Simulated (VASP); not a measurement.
Write the native input for VASP 6.6.1 that does the following.

* Task: relaxation of cell and atoms
* Functional: PBEsol
* Potentials or basis: VASP PAW PBE potentials, release 64 (Re_sv_GW, S)
* Cutoff: 500 eV
* k mesh: 10 × 10 × 6
* Occupations: gaussian, width 0.05 eV
* Spin: collinear spin
* Starting moments: [2.0, 2.0, 0.0, 0.0] μB
* Dipole correction: no
* Further INCAR settings: ALGO = Normal; EDIFF = 1e-07; IBRION = 2; EDIFFG = -0.01; NSW = 80; ISIF = 3

The structure of ReS lies in POSCAR:

```
ReS
1.0
    3.6776356799      0.0000000000      0.0000000000
   -1.8388178400      3.1849259247      0.0000000000
    0.0000000000      0.0000000000      5.1257237827
Re S
2 2
Direct
    0.0000000000      0.0000000000      0.0000000000
    0.0000000000      0.0000000000      0.5000000000
    0.3333333333      0.6666666667      0.2500000000
    0.6666666667      0.3333333333      0.7500000000
```

One way to write it, as run:

INCAR

```
ALGO = Normal ; EDIFF = 1E-7
EDIFFG = -0.01 ; ENCUT = 500
GGA = PS ; GGA_COMPAT = False
IBRION = 2 ; ISIF = 3
ISMEAR = 0 ; ISPIN = 2
LASPH = True ; LCHARG = False
LMAXMIX = 4 ; LORBIT = 11
LREAL = False ; LWAVE = False
MAGMOM = 2 2 0 0 ; NELM = 200
NELMIN = 4 ; NSW = 80
PREC = Accurate ; SIGMA = 0.05
```

KPOINTS

```
k-points
0
Gamma
  10 10 6
```

Potentials or basis: VASP PAW PBE potentials, release 64 (Re_sv_GW, S).

The run is started by

```sh
$ cat potpaw_PBE.64/Re_sv_GW/POTCAR potpaw_PBE.64/S/POTCAR > POTCAR
$ mpirun -np 1 vasp_std > vasp.out
```

Results of the run:

```yaml
Relaxed_volume: 14.41 Å³/atom
Relaxed_cell: a = 3.532 Å, b = 3.532 Å, c = 5.335 Å, α = 90.00°, β = 90.00°, γ = 120.00°
Space_group_after_relaxing_to_0.1_Å: P6_3/mmc (No. 194)
Energy_gained_by_relaxing: 17.1 meV/atom
Ionic_steps: 8
Pressure_after_relaxing: -0.1 GPa
Band_gap_on_the_k_mesh: zero (filled and empty bands overlap)
Net_moment: 0.00 μB per cell
Valence_electrons_inside_the_program's_atomic_spheres: Re 16.71; S 3.64
```

Caveat: the PAW data sets were made with another functional, which shifts forces and pressure a little; spin-orbit coupling is left out, which moves the levels of the heavy elements.

Wall time 11 min on 1 thread of Intel(R) Xeon(R) 6975P-C (Granite Rapids), on a shared host, peak memory 0.31 GiB.
